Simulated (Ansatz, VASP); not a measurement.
**Zn2Sn5N: VASP beside Ansatz**

```
CELL_PARAMETERS angstrom
3.88051 0.00000 0.00000
0.00000 3.88051 0.00000
0.00000 0.00000 12.44924
ATOMIC_POSITIONS crystal
Zn 0.00000 0.50000 0.00000
Zn 0.50000 0.00000 0.00000
Sn 0.00000 0.00000 0.34868
Sn 0.00000 0.00000 0.65132
Sn 0.50000 0.50000 0.78185
Sn 0.50000 0.50000 0.21815
Sn 0.50000 0.50000 0.50000
N 0.00000 0.00000 0.00000
```

Alike in both runs: functional PBE; k mesh 8 × 8 × 4; occupations gaussian, width 0.1 eV; no spin polarisation.

Ansatz relaxed the structure, and its values are those at the end. VASP's run is a single point on that final structure, the one shown.

|  | VASP | Ansatz |
| --- | --- | --- |
| version | VASP 6.6.1 | Ansatz 0.2.0 |
| potentials or method | VASP PAW PBE potentials, release 64 (Zn, Sn_d, N), cutoff 520 eV | scalar-relativistic, plane waves, PAW |
| valence electrons in the cell | 99 | 99 |

```csv
,VASP,Ansatz,Ansatz less VASP
gap on the k mesh at the Fermi level (eV),none,none,-
pressure (GPa),0.1,0.0,-0.13
```

A gap of «none» marks a metal or a gap that the smearing closes.
